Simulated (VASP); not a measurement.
Here is a VASP 6.6.1 calculation.

The input INCAR:

```
ALGO = Normal ; EDIFF = 1E-6
ENCUT = 520 ; GGA = PE
ISIF = 2 ; ISMEAR = -1
LASPH = True ; LCHARG = False
LREAL = False ; LWAVE = False
NBANDS = 16 ; NELM = 80
PREC = Accurate ; SIGMA = 0.05
```

File KPOINTS:

```
k-points
0
Gamma
  4 4 4
```

POSCAR

```
GaSb
1.0
    0.0000000000      3.0590000000      3.0590000000
    3.0590000000      0.0000000000      3.0590000000
    3.0590000000      3.0590000000      0.0000000000
Sb Ga
1 1
Direct
    0.7500000000      0.7500000000      0.7500000000
    0.0000000000      0.0000000000      0.0000000000
```

Potentials or basis: VASP PAW PBE potentials, release 64 (Sb, Ga_d).

The run is started by

```bash
$ cat potpaw_PBE.64/Sb/POTCAR potpaw_PBE.64/Ga_d/POTCAR > POTCAR
$ mpirun -np 1 vasp_std > vasp.out
```

(1) Predict the pressure.

Answers

(1) 3.0 GPa.

Caveat: the k points lie up to 0.44 Å⁻¹ apart.
